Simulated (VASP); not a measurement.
# MnS (Fm-3m) in VASP: a series of runs

MnS is run at these levels: revPBE+U, PBEsol+D4+U; tasks: single point.

Everything below comes from runs of VASP 6.6.1. Logs are shortened: lines on timing, memory, paths and dates and some standing lists are left out, and cuts for length are marked.

### 1 The cell of the first run

Symmetry: Fm-3m, No. 225, cubic system. Conventional cell: a = 5.209 Å, b = 5.209 Å, c = 5.209 Å, α = 90.00°, β = 90.00°, γ = 90.00°. Within 3.4 Å of Mn (site symmetry m-3m) lie 6 S at 2.60 Å. S (site symmetry m-3m) has 6 Mn at 2.60 Å within 3.4 Å.

### 2 Single point, revPBE+U, collinear spin, ferromagnetic start

INCAR reads:

```
SYSTEM = MnS
ALGO     = Normal         ! electronic algorithm
EDIFF    = 1E-6           ! SCF threshold, eV
ENCUT    = 520            ! plane-wave cutoff, eV
GGA      = RE             ! functional
ISIF     = 2              ! what is computed and relaxed
ISMEAR   = -5             ! smearing method
ISPIN    = 2              ! spin polarisation
LASPH    = .TRUE.         ! aspherical terms in the spheres
LCHARG   = .FALSE.        ! write CHGCAR
LDAU     = .TRUE.         ! DFT+U
LDAUJ    = 0 0          
LDAUL    = 2 -1           ! shell
LDAUPRINT= 1            
LDAUTYPE = 2            
LDAUU    = 4 0            ! U, eV
LMAXMIX  = 4              ! l up to which the mixer works
LORBIT   = 11             ! projections on sites
LREAL    = .FALSE.        ! projectors in reciprocal space
LWAVE    = .FALSE.        ! write WAVECAR
MAGMOM   = 4 0            ! initial moments
NBANDS   = 20             ! bands
NELM     = 150            ! most SCF steps
PREC     = Accurate       ! precision mode
SIGMA    = 0.1            ! smearing width, eV
```

KPOINTS reads:

```
k-points
0
G
  9 9 9
  0 0 0
```

POSCAR reads:

```
MnS
1.0
    0.0000000000      2.6045000000      2.6045000000
    2.6045000000      0.0000000000      2.6045000000
    2.6045000000      2.6045000000      0.0000000000
Mn S
1 1
Direct
    0.0000000000      0.0000000000      0.0000000000
    0.5000000000      0.5000000000      0.5000000000
```

Potentials or basis: VASP PAW PBE potentials, release 64 (Mn_pv, S).

Launch:

```sh
cat potpaw_PBE.64/Mn_pv/POTCAR potpaw_PBE.64/S/POTCAR > POTCAR
mpirun -np 1 vasp_std > vasp.out
```

OUTCAR:

```text
SYSTEM = MnS
   EDIFF = 1E-6
   ENCUT = 520
   GGA = RE
   ISIF = 2
   ISMEAR = -5
   ISPIN = 2
   LASPH = .TRUE.
   LORBIT = 11
   LREAL = .FALSE.
   NELM = 150
   PREC = Accurate

 ion  position               nearest neighbor table
   1  0.000  0.000  0.000-   2 2.60   2 2.60   2 2.60   2 2.60   2 2.60   2 2.60
   2  0.500  0.500  0.500-   1 2.60   1 2.60   1 2.60   1 2.60   1 2.60   1 2.60

  LATTYP: Found a face centered cubic cell.
 ALAT       =     5.2090000000

  Lattice vectors:

 A1 = (   0.0000000000,   2.6045000000,   2.6045000000)
 A2 = (   2.6045000000,   0.0000000000,   2.6045000000)
 A3 = (   2.6045000000,   2.6045000000,   0.0000000000)

Analysis of symmetry for initial positions (statically):
=====================================================================
 Subroutine PRICEL returns:
 Original cell was already a primitive cell.

 Routine SETGRP: Setting up the symmetry group for a
 face centered cubic supercell.

 Subroutine GETGRP returns: Found 48 space group operations
 (whereof 48 operations were pure point group operations)
 out of a pool of 48 trial point group operations.

The static configuration has the point symmetry O_h .

Analysis of symmetry for dynamics (positions and initial velocities):
=====================================================================
 Subroutine PRICEL returns:
 Original cell was already a primitive cell.

 Routine SETGRP: Setting up the symmetry group for a
 face centered cubic supercell.

 Subroutine GETGRP returns: Found 48 space group operations
 (whereof 48 operations were pure point group operations)
 out of a pool of 48 trial point group operations.

The dynamic configuration has the point symmetry O_h .

Analysis of structural, dynamic, and magnetic symmetry:
=====================================================================
 Subroutine PRICEL returns:
 Original cell was already a primitive cell.

 Routine SETGRP: Setting up the symmetry group for a
 face centered cubic supercell.

 Subroutine GETGRP returns: Found 48 space group operations
 (whereof 48 operations were pure point group operations)
 out of a pool of 48 trial point group operations.

The overall configuration has the point symmetry O_h .

 Subroutine INISYM returns: Found 48 space group operations
 (whereof 48 operations are pure point group operations),
 and found     1 'primitive' translations

----------------------------------------------------------------------------------------

                                     Primitive cell

  volume of cell :      35.3348

  direct lattice vectors                    reciprocal lattice vectors
     0.000000000  2.604500000  2.604500000    -0.191975427  0.191975427  0.191975427
     2.604500000  0.000000000  2.604500000     0.191975427 -0.191975427  0.191975427
     2.604500000  2.604500000  0.000000000     0.191975427  0.191975427 -0.191975427

  length of vectors
     3.683319223  3.683319223  3.683319223     0.332511194  0.332511194  0.332511194

  position of ions in fractional coordinates (direct lattice)
     0.000000000  0.000000000  0.000000000
     0.500000000  0.500000000  0.500000000

  ion indices of the primitive-cell ions
   primitive index   ion index
                 1           1
                 2           2

----------------------------------------------------------------------------------------

 KPOINTS: k-points

Automatic generation of k-mesh.
 Grid dimensions read from file:
 generate k-points for:    9    9    9

 Generating k-lattice:

  Cartesian coordinates                     Fractional coordinates (reciprocal lattice)
[... 60 lines left out ...]
   ENCUT  =  520.0 eV  38.22 Ry    6.18 a.u.   6.85  6.85  6.85*2*pi/ulx,y,z
   NELM   =    150;   NELMIN=  2; NELMDL= -5     # of ELM steps
   EDIFF  = 0.1E-05   stopping-criterion for ELM
   LREAL  =      F    real-space projection
   EDIFFG = 0.1E-04   stopping-criterion for IOM
   NSW    =      0    number of steps for IOM
   IBRION =     -1    ionic relax: 0-MD 1-quasi-New 2-CG
   NFREE  =      0    steps in history (QN), initial steepest desc. (CG)
   ISIF   =      2    stress and relaxation
   ISYM   =      2    0-nonsym 1-usesym 2-fastsym
   POTIM  = 0.5000    time-step for ionic-motion
   TEBEG  =    0.0;   TEEND  =   0.0 temperature during run
   PSTRESS=    0.0 pullay stress
   NELECT =      19.0000    total number of electrons
   NUPDOWN=      -1.0000    fix difference up-down
   EMIN   =  10.00;   EMAX   =-10.00  energy-range for DOS
   EFERMI =   0.00;   METHOD = LEGACY
   ISMEAR =    -5;   SIGMA  =   0.10  broadening in eV -4-tet -1-fermi 0-gaus
   EFERMI_NEDOS =   21; number of points for ismear=-14 and -15
   IALGO  =     38    algorithm
   IMIX   =      4    mixing-type and parameters
     AMIX     =   0.40;   BMIX     =  1.00
     AMIX_MAG =   1.60;   BMIX_MAG =  1.00
  volume/ion in A,a.u.               =      17.67       119.23
  Fermi-wavevector in a.u.,A,eV,Ry     =   1.331246  2.515690 24.112464  1.772216
  Thomas-Fermi vector in A             =   2.460272
   LORBIT       =     11    0 simple, 1 ext, 2 COOP (PROOUT), +10 PAW based schemes
 LDA+U is selected, type is set to LDAUTYPE =  2
   angular momentum for each species LDAUL =     2   -1
   U (eV)           for each species LDAUU =   4.0  0.0
   J (eV)           for each species LDAUJ =   0.0  0.0
   GGA     = RE    functional components
   LHFCALC =     F    Hartree Fock is set to
   AEXX    =    0.0000 exact exchange contribution
   IVDW    =     0    specifies the selected vdW correction
   LEPSILON=     F    determine dielectric tensor
   LRPA    =     F    only Hartree local field effects (RPA)
 spin polarized calculation
 Fermi weights with tetrahedron method with Bloechl corrections
  energy-cutoff  :      520.00
  volume of cell :       35.33
 maximum number of plane-waves:       963
   NGX = 13   NGY = 13   NGZ = 13

atom =   1  type =  1  l = 2

 onsite density matrix

spin component  1

  0.9343  0.0000  0.0000  0.0000  0.0000
  0.0000  0.9343 -0.0000  0.0000 -0.0000
  0.0000 -0.0000  0.9560  0.0000  0.0000
  0.0000  0.0000  0.0000  0.9343 -0.0000
  0.0000 -0.0000  0.0000 -0.0000  0.9560

spin component  2

  0.0142 -0.0000  0.0000 -0.0000 -0.0000
 -0.0000  0.0142 -0.0000 -0.0000  0.0000
  0.0000 -0.0000  0.0740 -0.0000 -0.0000
 -0.0000 -0.0000 -0.0000  0.0142 -0.0000
 -0.0000  0.0000 -0.0000 -0.0000  0.0740

 occupancies and eigenvectors

  o =  0.0142  v =  0.0000  0.0000  0.0000  0.0000  0.0000  0.0014  0.9786 -0.0000  0.2056  0.0000      0.0000  0.0000  0.0000  0.0000  0.0000  0.0000  0.0000  0.0000  0.0000  0.0000
  o =  0.0142  v =  0.0000  0.0000  0.0000  0.0000  0.0000  0.0009 -0.2056 -0.0000  0.9786 -0.0000      0.0000  0.0000  0.0000  0.0000  0.0000  0.0000  0.0000  0.0000  0.0000  0.0000
  o =  0.0142  v =  0.0000  0.0000  0.0000  0.0000  0.0000  1.0000 -0.0012 -0.0000 -0.0011  0.0000      0.0000  0.0000  0.0000  0.0000  0.0000  0.0000  0.0000  0.0000  0.0000  0.0000
  o =  0.0740  v =  0.0000  0.0000  0.0000  0.0000  0.0000  0.0000 -0.0000  1.0000  0.0000  0.0097      0.0000  0.0000  0.0000  0.0000  0.0000  0.0000  0.0000  0.0000  0.0000  0.0000
  o =  0.0740  v =  0.0000  0.0000  0.0000  0.0000  0.0000 -0.0000  0.0000 -0.0097  0.0000  1.0000      0.0000  0.0000  0.0000  0.0000  0.0000  0.0000  0.0000  0.0000  0.0000  0.0000
  o =  0.9343  v =  1.0000  0.0000  0.0000  0.0000  0.0000  0.0000  0.0000  0.0000  0.0000  0.0000      0.0000  0.0000  0.0000  0.0000  0.0000  0.0000  0.0000  0.0000  0.0000  0.0000
  o =  0.9343  v =  0.0000 -0.2215 -0.0000  0.9752 -0.0000  0.0000  0.0000  0.0000  0.0000  0.0000      0.0000  0.0000  0.0000  0.0000  0.0000  0.0000  0.0000  0.0000  0.0000  0.0000
  o =  0.9343  v =  0.0000  0.9752  0.0000  0.2215  0.0000  0.0000  0.0000  0.0000  0.0000  0.0000      0.0000  0.0000  0.0000  0.0000  0.0000  0.0000  0.0000  0.0000  0.0000  0.0000
  o =  0.9560  v =  0.0000  0.0000 -0.9999  0.0000  0.0164  0.0000  0.0000  0.0000  0.0000  0.0000      0.0000  0.0000  0.0000  0.0000  0.0000  0.0000  0.0000  0.0000  0.0000  0.0000
  o =  0.9560  v =  0.0000 -0.0000  0.0164 -0.0000  0.9999  0.0000  0.0000  0.0000  0.0000  0.0000      0.0000  0.0000  0.0000  0.0000  0.0000  0.0000  0.0000  0.0000  0.0000  0.0000

 number of electron      18.9999989 magnetization       5.0000059

 Free energy of the ion-electron system (eV)
  ---------------------------------------------------
  ext. energy  EPLUGINS =         0.00000000
  ---------------------------------------------------
  free energy    TOTEN  =       -12.44923958 eV

  energy without entropy =      -12.44923958  energy(sigma->0) =      -12.44923958

 E-fermi :   6.4732     XC(G=0): -10.4851

 val. band max:        6.4559155263   @ k =  -0.3333   0.1111   0.0000
 cond. band min:       7.1951767959   @ k =   0.4444   0.4444   0.0000
 fundamental gap:      0.7392612695
 Fermi energy:         6.4731542858

 spin component 1

 k-point     1 :       0.0000    0.0000    0.0000
  band No.  band energies     occupation
      1     -44.2497      1.00000
      2     -44.2497      1.00000
      3     -44.2497      1.00000
      4      -7.6526      1.00000
      5       1.5698      1.00000
      6       1.5698      1.00000
[... 1097 lines left out ...]
     19      21.9510      0.00000
     20      21.9510      0.00000

 [... further k-points ...]
[... 5 lines left out ...]
  --------------------------------------------------------------------------------------
  -------------------------------------------------------------------------------------
  Total        1.4267167      1.4267167      1.4267167      0.0000000     -0.0000000      0.0000000
  in kB       64.6912072     64.6912072     64.6912072      0.0000000     -0.0000000      0.0000000
  external PRESSURE =      64.6912072 kB  Pullay stress =       0.0000000 kB

 VOLUME and BASIS-vectors are now :
 -----------------------------------------------------------------------------
  energy-cutoff  :      520.00
  volume of cell :       35.33
      direct lattice vectors                 reciprocal lattice vectors
     0.000000000  2.604500000  2.604500000    -0.191975427  0.191975427  0.191975427
     2.604500000  0.000000000  2.604500000     0.191975427 -0.191975427  0.191975427
     2.604500000  2.604500000  0.000000000     0.191975427  0.191975427 -0.191975427

 POSITION                                       TOTAL-FORCE (eV/Angst)
 -----------------------------------------------------------------------------------
      0.00000      0.00000      0.00000         0.000000     -0.000000     -0.000000
      2.60450      2.60450      2.60450        -0.000000      0.000000      0.000000
 -----------------------------------------------------------------------------------
    total drift:                               -0.000000      0.000000      0.000000

  FREE ENERGIE OF THE ION-ELECTRON SYSTEM (eV)
  ---------------------------------------------------
  free  energy   TOTEN  =       -12.4492395824 eV

  energy  without entropy=      -12.4492395824  energy(sigma->0) =      -12.44923958

 total charge

# of ion       s       p       d       tot
------------------------------------------
    1        0.215   6.169   4.888  11.272
    2        1.322   2.478   0.000   3.801
--------------------------------------------------
tot          1.537   8.647   4.888  15.072

 magnetization (x)

# of ion       s       p       d       tot
------------------------------------------
    1        0.048   0.039   4.515   4.602
    2        0.020   0.059   0.000   0.079
--------------------------------------------------
tot          0.069   0.098   4.515   4.681
```

It took 94 s on 1 thread of Intel Xeon 8259CL, shared host; peak memory 0.19 GiB.

Results:

| Property | Result |
| --- | --- |
| Free energy | -12.4492 eV |
| Pressure | 6.5 GPa |
| Band gap on the k mesh | 0.74 eV (least direct gap 2.74 eV) |
| Net moment | 5.00 μB per cell |
| Site moments | Mn +4.60; S +0.08 μB |
| Valence electrons inside the program's atomic spheres | Mn 11.27; S 3.80 |

Levels at points of the mesh, in eV from the valence-band top:
Spin up:
```csv
k point,band 9,band 10,band 11,band 12,band 13,band 14,band 15,band 16
"(0.00, 0.00, 0.00)",-4.87,-1.38,-1.38,-1.38,2.13,8.58,8.58,8.58
```
Spin down:
```csv
k point,band 4,band 5,band 6,band 7,band 8,band 9,band 10,band 11
"(0.00, 0.00, 0.00)",-13.83,-1.21,-1.21,-1.21,2.22,2.22,2.22,2.22
```

Eigenvalues of the final occupation matrices:
```csv
site,spin,trace,eigenvalues
site 1 d,1,4.71,0.93 0.93 0.93 0.96 0.96
site 1 d,2,0.19,0.01 0.01 0.01 0.07 0.07
```

Caveat: the cell stands under pressure; the PAW data sets were made with another functional, which shifts forces and pressure a little; an odd mesh through Γ misses points on the zone boundary, where band edges can lie; a cell with one magnetic atom can't hold antiferromagnetic order, which such compounds often take.

### 3 Single point, revPBE+U, collinear spin, ferromagnetic start

INCAR reads:

```
PREC = Accurate
ENCUT = 520
EDIFF = 1E-6
ISMEAR = 1
SIGMA = 0.1
LREAL = False
LASPH = True
NELM = 150
ALGO = Normal
ISIF = 2
LWAVE = False
LCHARG = False
ISPIN = 2
MAGMOM = 4 0
LORBIT = 11
LMAXMIX = 4
LDAU = True
LDAUTYPE = 2
LDAUL = 2 -1
LDAUU = 8 0
LDAUJ = 0 0
LDAUPRINT = 1
GGA = RE
NBANDS = 20
```

KPOINTS reads:

```
regular mesh
0
Gamma
  9 9 9
```

POSCAR is that of step 2.

Potentials or basis: VASP PAW PBE potentials, release 64 (Mn_pv, S).

Launch:

```sh
cat potpaw_PBE.64/Mn_pv/POTCAR potpaw_PBE.64/S/POTCAR > POTCAR
mpirun -np 1 vasp_std > vasp.out
```

OUTCAR:

```text
PREC = Accurate
   ENCUT = 520
   EDIFF = 1E-6
   ISMEAR = 1
   LREAL = False
   LASPH = True
   NELM = 150
   ISIF = 2
   ISPIN = 2
   LORBIT = 11
   GGA = RE

 ion  position               nearest neighbor table
   1  0.000  0.000  0.000-   2 2.60   2 2.60   2 2.60   2 2.60   2 2.60   2 2.60
   2  0.500  0.500  0.500-   1 2.60   1 2.60   1 2.60   1 2.60   1 2.60   1 2.60

  LATTYP: Found a face centered cubic cell.
 ALAT       =     5.2090000000

  Lattice vectors:

 A1 = (   0.0000000000,   2.6045000000,   2.6045000000)
 A2 = (   2.6045000000,   0.0000000000,   2.6045000000)
 A3 = (   2.6045000000,   2.6045000000,   0.0000000000)

Analysis of symmetry for initial positions (statically):
=====================================================================
 Subroutine PRICEL returns:
 Original cell was already a primitive cell.

 Routine SETGRP: Setting up the symmetry group for a
 face centered cubic supercell.

 Subroutine GETGRP returns: Found 48 space group operations
 (whereof 48 operations were pure point group operations)
 out of a pool of 48 trial point group operations.

[... 221 lines left out ...]

 k-point     1 :       0.0000    0.0000    0.0000
  band No.  band energies     occupation
      1     -44.2505      1.00000
      2     -44.2505      1.00000
      3     -44.2505      1.00000
      4      -7.5538      1.00000
      5      -0.2286      1.00000
      6      -0.2286      1.00000
[... 1097 lines left out ...]
     19      21.9783      0.00000
     20      22.4046      0.00000

 [... further k-points ...]
[... 5 lines left out ...]
  --------------------------------------------------------------------------------------
  -------------------------------------------------------------------------------------
  Total        2.0036825      2.0036825      2.0036825     -0.0000000     -0.0000000      0.0000000
  in kB       90.8523991     90.8523991     90.8523991     -0.0000000     -0.0000000      0.0000000
  external PRESSURE =      90.8523991 kB  Pullay stress =       0.0000000 kB

 VOLUME and BASIS-vectors are now :
 -----------------------------------------------------------------------------
  energy-cutoff  :      520.00
  volume of cell :       35.33
      direct lattice vectors                 reciprocal lattice vectors
     0.000000000  2.604500000  2.604500000    -0.191975427  0.191975427  0.191975427
     2.604500000  0.000000000  2.604500000     0.191975427 -0.191975427  0.191975427
     2.604500000  2.604500000  0.000000000     0.191975427  0.191975427 -0.191975427

 POSITION                                       TOTAL-FORCE (eV/Angst)
 -----------------------------------------------------------------------------------
      0.00000      0.00000      0.00000        -0.000000      0.000000     -0.000000
      2.60450      2.60450      2.60450         0.000000      0.000000      0.000000
 -----------------------------------------------------------------------------------
    total drift:                               -0.000000      0.000000      0.000000

  FREE ENERGIE OF THE ION-ELECTRON SYSTEM (eV)
  ---------------------------------------------------
  free  energy   TOTEN  =       -11.6726571176 eV

  energy  without entropy=      -11.6729600945  energy(sigma->0) =      -11.67275811

 total charge

# of ion       s       p       d       tot
------------------------------------------
    1        0.215   6.171   4.890  11.277
    2        1.321   2.502   0.000   3.823
--------------------------------------------------
tot          1.536   8.673   4.890  15.099

 magnetization (x)

# of ion       s       p       d       tot
------------------------------------------
    1        0.045   0.038   4.638   4.721
    2        0.014   0.013   0.000   0.027
--------------------------------------------------
tot          0.059   0.051   4.638   4.748
```

stdout:

```text
POSCAR found type information on POSCAR MnS
 POSCAR found :  2 types and       2 ions
 scaLAPACK will be used
 -----------------------------------------------------------------------------
|                                                                             |
|                                                                             |
|     You enforced a specific xc type in the INCAR file but a different       |
|     I HOPE YOU KNOW WHAT YOU ARE DOING!                                     |
|                                                                             |
 -----------------------------------------------------------------------------

 LDA part: xc-table for (Slater+PW92), standard interpolation
 POSCAR, INCAR and KPOINTS ok, starting setup
 FFT: planning ... GRIDC
 FFT: planning ... GRID_SOFT
 FFT: planning ... GRID
 WAVECAR not read
 entering main loop
```

Run time: 1.8 min. Hardware: 1 thread of Intel Xeon 8259CL, shared host; peak memory 0.19 GiB.

Results:

* Free energy: -11.6727 eV
* Pressure: 9.1 GPa
* Band gap on the k mesh: 1.65 eV (least direct gap 3.37 eV)
* Net moment: 5.00 μB per cell
* Site moments: Mn +4.72; S +0.03 μB
* Valence electrons inside the program's atomic spheres: Mn 11.28; S 3.82

Eigenvalues of the final occupation matrices:
```
    site  spin  trace               eigenvalues
site 1 d     1   4.78  0.95 0.95 0.95 0.97 0.97
site 1 d     2   0.13  0.01 0.01 0.01 0.05 0.05
```

Caveat: the cell stands under pressure; the PAW data sets were made with another functional, which shifts forces and pressure a little; an odd mesh through Γ misses points on the zone boundary, where band edges can lie; a cell with one magnetic atom can't hold antiferromagnetic order, which such compounds often take.

(Continued in part 2 of 2.)
